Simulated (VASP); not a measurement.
Crystal: Li.

```
Li
1.0
     5.57067    0.00000    0.00000
     0.00000    5.57067    0.00000
     0.00000    0.00000    5.57067
Li
8
Cartesian
  0.0000 0.0000 0.0000
  2.7853 2.7853 2.7853
  1.3927 0.0000 2.7853
  4.1780 0.0000 2.7853
  2.7853 1.3927 0.0000
  2.7853 4.1780 0.0000
  0.0000 2.7853 1.3927
  0.0000 2.7853 4.1780
```

- Program: VASP 6.6.1
- Task: relaxation of cell and atoms
- Functional: BLYP
- Potentials or basis: VASP PAW PBE potentials, release 64 (Li_sv)
- Cutoff: 600 eV
- k mesh: 5 × 5 × 5
- Occupations: fermi-dirac, width 0.1 eV
- Spin: no spin polarisation

At the start: pressure -0.9 GPa; volume 21.61 Å³/atom.

Problem. Where does the relaxation end?

Solution. Over 4 steps the energy falls by 5.2 meV/atom and the volume is 19.89 Å³/atom (-7.9 %); space group Pm-3n (No. 223, to 0.05 Å).

The path:
| step | energy change (eV) | largest force (eV/Å) | pressure (GPa) | volume (Å³) |
| --- | --- | --- | --- | --- |
| 1 | 0.0000 | 0.0000 | -0.95 | 172.87 |
| 2 | -0.0166 | 0.0000 | -0.76 | 169.69 |
| 3 | -0.0411 | 0.0000 | -0.10 | 160.39 |
| 4 | -0.0413 | 0.0000 | 0.01 | 159.15 |

Final structure:
```cif
data_structure
_symmetry_space_group_name_H-M 'P 1'
_symmetry_Int_Tables_number 1
_cell_length_a 5.4192
_cell_length_b 5.4192
_cell_length_c 5.4192
_cell_angle_alpha 90.000
_cell_angle_beta 90.000
_cell_angle_gamma 90.000
_cell_volume 159.15
loop_
_atom_site_label
_atom_site_type_symbol
_atom_site_fract_x
_atom_site_fract_y
_atom_site_fract_z
_atom_site_occupancy
Li1 Li 0.00000 0.00000 0.00000 1
Li2 Li 0.50000 0.50000 0.50000 1
Li3 Li 0.25000 0.00000 0.50000 1
Li4 Li 0.75000 0.00000 0.50000 1
Li5 Li 0.50000 0.25000 0.00000 1
Li6 Li 0.50000 0.75000 0.00000 1
Li7 Li 0.00000 0.50000 0.25000 1
Li8 Li 0.00000 0.50000 0.75000 1
```

Caveat: the cutoff is under 1.25 times the usual one of these potentials, so pressure, stress and relaxed cells hold a basis-set (Pulay) error; the PAW data sets were made with another functional, which shifts forces and pressure a little.
